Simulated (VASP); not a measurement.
# Ba (I4/mcm) in VASP: notebook

Ba is run at these levels: PBE; tasks: single point.

All numbers are computed with VASP 6.6.1; they aren't measurements. Logs are shortened: lines on timing, memory, paths and dates and some standing lists are left out, and cuts for length are marked.

## Step 1: The cell of the first run

The structure is tetragonal, space group I4/mcm (No. 140). The conventional cell has a = 8.317 Å, b = 8.317 Å, c = 7.724 Å, α = 90.00°, β = 90.00°, γ = 90.00°. Within 5.5 Å of Ba (site symmetry m2m) lie 11 Ba at 4.18 to 4.91 Å.

## Step 2: Single point, PBE

File INCAR:

```
PREC = Accurate ; ENCUT = 520
EDIFF = 1E-7 ; ISMEAR = -1
SIGMA = 0.05 ; LREAL = F
LASPH = T ; NELM = 100
ALGO = Fast ; ISIF = 2
LWAVE = F ; LCHARG = T
GGA = PE ; LELF = T
LVHAR = T ; NBANDS = 28
```

File KPOINTS:

```
regular mesh
0
Gamma
  5 5 5
```

File POSCAR:

```
Ba
1.0
   -4.1585544509      4.1585544509      3.8621804629
    4.1585544509     -4.1585544509      3.8621804629
    4.1585544509      4.1585544509     -3.8621804629
Ba
4
Direct
    0.6818578900      0.1818578900      0.8637157800
    0.3181421100      0.8181421100      0.1362842200
    0.1818578900      0.3181421100      0.5000000000
    0.8181421100      0.6818578900      0.5000000000
```

Potentials or basis: VASP PAW PBE potentials, release 64 (Ba_sv).

Command:

```console
> cat potpaw_PBE.64/Ba_sv/POTCAR > POTCAR
> mpirun -np 1 vasp_std > vasp.out
```

OUTCAR:

```text
PREC = Accurate
   ENCUT = 520
   EDIFF = 1E-7
   ISMEAR = -1
   LREAL = F
   LASPH = T
   NELM = 100
   ISIF = 2
   GGA = PE

 ion  position               nearest neighbor table
   1  0.682  0.182  0.864-   2 4.18   2 4.18   2 4.28   4 4.31   3 4.31   3 4.31   4 4.31
   2  0.318  0.818  0.136-   1 4.18   1 4.18   1 4.28   4 4.31   3 4.31   4 4.31   3 4.31
   3  0.182  0.318  0.500-   4 4.18   4 4.18   4 4.28   2 4.31   1 4.31   2 4.31   1 4.31
   4  0.818  0.682  0.500-   3 4.18   3 4.18   3 4.28   2 4.31   1 4.31   2 4.31   1 4.31

  LATTYP: Found a body centered tetragonal cell.
 ALAT       =     8.3171089018
 C/A-ratio  =     0.9287314879

  Lattice vectors:

 A1 = (  -4.1585544509,   4.1585544509,   3.8621804629)
 A2 = (   4.1585544509,  -4.1585544509,   3.8621804629)
 A3 = (   4.1585544509,   4.1585544509,  -3.8621804629)

Analysis of symmetry for initial positions (statically):
=====================================================================
 Subroutine PRICEL returns:
 Original cell was already a primitive cell.

 Routine SETGRP: Setting up the symmetry group for a
 body centered tetragonal supercell.

 Subroutine GETGRP returns: Found 16 space group operations
 (whereof  8 operations were pure point group operations)
 out of a pool of 16 trial point group operations.

The static configuration has the point symmetry C_4h.
 The point group associated with its full space group is D_4h.

Analysis of symmetry for dynamics (positions and initial velocities):
=====================================================================
 Subroutine PRICEL returns:
 Original cell was already a primitive cell.

 Routine SETGRP: Setting up the symmetry group for a
 body centered tetragonal supercell.

 Subroutine GETGRP returns: Found 16 space group operations
 (whereof  8 operations were pure point group operations)
 out of a pool of 16 trial point group operations.

The dynamic configuration has the point symmetry C_4h.
 The point group associated with its full space group is D_4h.

 Subroutine INISYM returns: Found 16 space group operations
 (whereof  8 operations are pure point group operations),
 and found     1 'primitive' translations

----------------------------------------------------------------------------------------

                                     Primitive cell

  volume of cell :     267.1636

[... 84 lines left out ...]
   NELM   =    100;   NELMIN=  2; NELMDL= -5     # of ELM steps
   EDIFF  = 0.1E-06   stopping-criterion for ELM
   LREAL  =      F    real-space projection
   EDIFFG = 0.1E-05   stopping-criterion for IOM
   NSW    =      0    number of steps for IOM
   IBRION =     -1    ionic relax: 0-MD 1-quasi-New 2-CG
   NFREE  =      0    steps in history (QN), initial steepest desc. (CG)
   ISIF   =      2    stress and relaxation
   ISYM   =      2    0-nonsym 1-usesym 2-fastsym
   POTIM  = 0.5000    time-step for ionic-motion
   TEBEG  =    0.0;   TEEND  =   0.0 temperature during run
   PSTRESS=    0.0 pullay stress
   NELECT =      40.0000    total number of electrons
   NUPDOWN=      -1.0000    fix difference up-down
   EMIN   =  10.00;   EMAX   =-10.00  energy-range for DOS
   EFERMI =   0.00;   METHOD = LEGACY
   ISMEAR =    -1;   SIGMA  =   0.05  broadening in eV -4-tet -1-fermi 0-gaus
   EFERMI_NEDOS =   21; number of points for ismear=-14 and -15
   IALGO  =     68    algorithm
   IMIX   =      4    mixing-type and parameters
     AMIX     =   0.40;   BMIX     =  1.00
     AMIX_MAG =   1.60;   BMIX_MAG =  1.00
  volume/ion in A,a.u.               =      66.79       450.73
  Fermi-wavevector in a.u.,A,eV,Ry     =   0.869299  1.642736 10.281655  0.755680
  Thomas-Fermi vector in A             =   1.988101
   LORBIT       =      0    0 simple, 1 ext, 2 COOP (PROOUT), +10 PAW based schemes
   GGA     = PE    functional components
   LHFCALC =     F    Hartree Fock is set to
   AEXX    =    0.0000 exact exchange contribution
   IVDW    =     0    specifies the selected vdW correction
   LEPSILON=     F    determine dielectric tensor
   LRPA    =     F    only Hartree local field effects (RPA)
 non-spin polarized calculation
 RMM-DIIS sequential band-by-band and
  energy-cutoff  :      520.00
  volume of cell :      267.16
 maximum number of plane-waves:      7230
 NGX is ok and might be reduce to    54
   NGX = 27   NGY = 27   NGZ = 27

 number of electron      40.0000001 magnetization

 Free energy of the ion-electron system (eV)
  ---------------------------------------------------
  ext. energy  EPLUGINS =         0.00000000
  ---------------------------------------------------
  free energy    TOTEN  =        -7.07370916 eV

  energy without entropy =       -7.03677507  energy(sigma->0) =       -7.05524212

 E-fermi :   1.4549     XC(G=0):  -7.2023

 val. band max:        1.3979329253   @ k =  -0.4000   0.4000   0.0000
 cond. band min:       1.4589550043   @ k =  -0.4000   0.4000   0.2000
 fundamental gap:      0.0610220789
 Fermi energy:         1.4548703329

 k-point     1 :       0.0000    0.0000    0.0000
  band No.  band energies     occupation
      1     -27.6230      2.00000
      2     -27.5741      2.00000
      3     -27.5573      2.00000
      4     -27.5573      2.00000
      5     -13.0069      2.00000
      6     -12.9165      2.00000
[... 547 lines left out ...]
     27       2.9775      0.00000
     28       3.0658      0.00000

------------------------ aborting loop because EDIFF is reached ----------------------------------------

  FORCE on cell =-STRESS in cart. coord.  units (eV):
  Direction    XX          YY          ZZ          XY          YZ          ZX
  --------------------------------------------------------------------------------------
  -------------------------------------------------------------------------------------
  Total       -0.3152015     -0.3152015     -0.5360209      0.0000000      0.0000000     -0.0000000
  in kB       -1.8902597     -1.8902597     -3.2145113      0.0000000      0.0000000     -0.0000000
  external PRESSURE =      -2.3316769 kB  Pullay stress =       0.0000000 kB

 VOLUME and BASIS-vectors are now :
 -----------------------------------------------------------------------------
  energy-cutoff  :      520.00
  volume of cell :      267.16
      direct lattice vectors                 reciprocal lattice vectors
    -4.158554451  4.158554451  3.862180463     0.000000000  0.120234088  0.129460548
     4.158554451 -4.158554451  3.862180463     0.120234088  0.000000000  0.129460548
     4.158554451  4.158554451 -3.862180463     0.120234088  0.120234088  0.000000000

 POSITION                                       TOTAL-FORCE (eV/Angst)
 -----------------------------------------------------------------------------------
      1.51253      5.67109      0.00000        -0.082550     -0.082550      0.000000
      2.64602     -1.51253      3.86218         0.082550      0.082550     -0.000000
      2.64602      1.51253      0.00000         0.082550     -0.082550      0.000000
      1.51253      2.64602      3.86218        -0.082550      0.082550      0.000000
 -----------------------------------------------------------------------------------
    total drift:                               -0.000000     -0.000000      0.000000

  FREE ENERGIE OF THE ION-ELECTRON SYSTEM (eV)
  ---------------------------------------------------
  free  energy   TOTEN  =        -7.0737091634 eV

  energy  without entropy=       -7.0367750686  energy(sigma->0) =       -7.05524212
```

OSZICAR:

```text
N       E                     dE             d eps       ncg     rms          rms(c)
DAV:   1     0.333000248573E+03    0.33300E+03   -0.16094E+04  1008   0.116E+03
DAV:   2     0.183472219438E+02   -0.31465E+03   -0.30927E+03  1516   0.238E+02
DAV:   3    -0.625286853965E+01   -0.24600E+02   -0.24234E+02  1396   0.693E+01
[... 10 lines left out ...]
RMM:  14    -0.707370830892E+01   -0.10064E-05   -0.87882E-06  1716   0.930E-03    0.565E-04
RMM:  15    -0.707370880606E+01   -0.49715E-06   -0.47844E-06  1599   0.541E-03    0.569E-04
RMM:  16    -0.707370892581E+01   -0.11975E-06   -0.14544E-06  1475   0.332E-03    0.106E-03
RMM:  17    -0.707370906431E+01   -0.13849E-06   -0.72692E-07  1237   0.218E-03    0.949E-04
RMM:  18    -0.707370916675E+01   -0.10244E-06   -0.22244E-07  1021   0.145E-03    0.472E-04
RMM:  19    -0.707370916339E+01    0.33569E-08   -0.94880E-08   898   0.998E-04
   1 F= -.70737092E+01 E0= -.70552421E+01  d E =-.369341E-01
```

stdout:

```text
POSCAR found type information on POSCAR Ba
 POSCAR found :  1 types and       4 ions
 scaLAPACK will be used
 LDA part: xc-table for (Slater+PW92), standard interpolation
 POSCAR, INCAR and KPOINTS ok, starting setup
 FFT: planning ... GRIDC
 FFT: planning ... GRID_SOFT
 FFT: planning ... GRID
 WAVECAR not read
 entering main loop
 num prob  num prob RMM:  15    -0.707370880606E+01   -0.49715E-06   -0.47844E-06  1599   0.541E-03    0.569E-04
 num prob  num prob  num prob  num prob  num prob  num prob WARNING in EDDRMM: call to ZHEGV failed, returncode =   6  3     17
 num prob  num prob  num prob  num prob  num prob RMM:  16    -0.707370892581E+01   -0.11975E-06   -0.14544E-06  1475   0.332E-03    0.106E-03
 num prob  num prob  num prob  num prob  num prob  num prob  num prob  num prob  num prob  num prob  num prob  num prob  num prob  num prob  num prob  num prob  num prob  num prob RMM:  17    -0.707370906431E+01   -0.13849E-06   -0.72692E-07  1237   0.218E-03    0.949E-04
 num prob  num prob  num prob  num prob  num prob  num prob  num prob  num prob  num prob  num prob RMM:  18    -0.707370916675E+01   -0.10244E-06   -0.22244E-07  1021   0.145E-03    0.472E-04
 num prob  num prob  num prob  num prob  num prob WARNING in EDDRMM: call to ZHEGV failed, returncode =   6  3     21
 num prob  num prob  num prob  num prob  num prob WARNING in EDDRMM: call to ZHEGV failed, returncode =   8  4     23
 num prob  num prob  num prob WARNING in EDDRMM: call to ZHEGV failed, returncode =   6  3     22
 num prob  num prob WARNING in EDDRMM: call to ZHEGV failed, returncode =   8  4     21
 num prob  num prob  num prob  num prob RMM:  19    -0.707370916339E+01    0.33569E-08   -0.94880E-08   898   0.998E-04
```

Wall time 2.8 min (1 thread of Intel Xeon 6975P-C (Granite Rapids), shared host); peak memory 0.42 GiB.

Results:

| Quantity | Value |
| --- | --- |
| Free energy | -7.0737 eV |
| Pressure | -0.2 GPa |
| Largest force | 0.117 eV/Å |
| Band gap on the k mesh | zero (band 20 reaches 1.60 eV, above the bottom of band 21 at 1.37 eV) |

Forces on the atoms (eV/Å):
```
Ba  -0.083 -0.083  0.000
Ba   0.083  0.083  0.000
Ba   0.083 -0.083  0.000
Ba  -0.083  0.083  0.000
```

Stress tensor (GPa, compression positive):
```
-0.19  0.00  0.00
 0.00 -0.19  0.00
 0.00  0.00 -0.32
```

Levels at points of the mesh, in eV from the Fermi level:
```
           k point  band 17  band 18  band 19  band 20  band 21  band 22  band 23  band 24
(0.00, 0.00, 0.00)    -2.69    -0.46    -0.44    -0.21     0.25     0.25     0.86     1.00
```

Caveat: spin-orbit coupling is left out, which moves the levels of the heavy elements.

(Part 1 of 2 ends here.)
